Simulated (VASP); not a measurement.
Al:

```
Al
1.0
    -0.02046    1.97065    2.04383
     2.00266    0.00997    2.01341
     2.05929    1.99687   -0.04667
Al
1
Direct
  0.00000 0.00000 0.00000
```

* Program: VASP 6.6.1
* Task: relaxation of cell and atoms
* Functional: revPBE
* Dispersion: D3(BJ)
* Potentials or basis: VASP PAW PBE potentials, release 64 (Al)
* Cutoff: 600 eV
* k mesh: 11 × 11 × 11
* Occupations: fermi-dirac, width 0.05 eV
* Spin: no spin polarisation

At the start: pressure -5.6 GPa; volume 16.57 Å³/atom.

Task: How do energy, volume and symmetry change on relaxing?

Result: Over 15 steps the energy falls by 27.1 meV/atom and the volume is 15.42 Å³/atom (-6.9 %); space group Immm (No. 71, to 0.1 Å) before, Fm-3m (No. 225, to 0.1 Å).

The path:
```tsv
step	energy change (eV)	largest force (eV/Å)	pressure (GPa)	volume (Å³)
1	0.0000	0.0000	-5.58	16.57
2	-0.0244	0.0000	1.30	15.22
3	-0.0248	0.0000	0.38	15.37
4	-0.0266	0.0000	0.29	15.37
5	-0.0268	0.0000	0.27	15.37
6	-0.0269	0.0000	0.27	15.37
7	-0.0269	0.0000	0.26	15.37
8	-0.0269	0.0000	0.26	15.37
9	-0.0268	0.0000	0.27	15.37
10	-0.0269	0.0000	0.26	15.37
11	-0.0269	0.0000	0.26	15.37
12	-0.0269	0.0000	0.26	15.37
13	-0.0270	0.0000	-0.16	15.44
14	-0.0270	0.0000	-0.14	15.44
15	-0.0271	0.0000	-0.02	15.42
```

Final structure:
```
Al
1.0
    -0.00471    1.97485    1.97926
     1.97797   -0.00383    1.97837
     1.97137    1.96604    0.00314
Al
1
Direct
  0.00000 0.00000 0.00000
```

Caveat: the PAW data sets were made with another functional, which shifts forces and pressure a little.
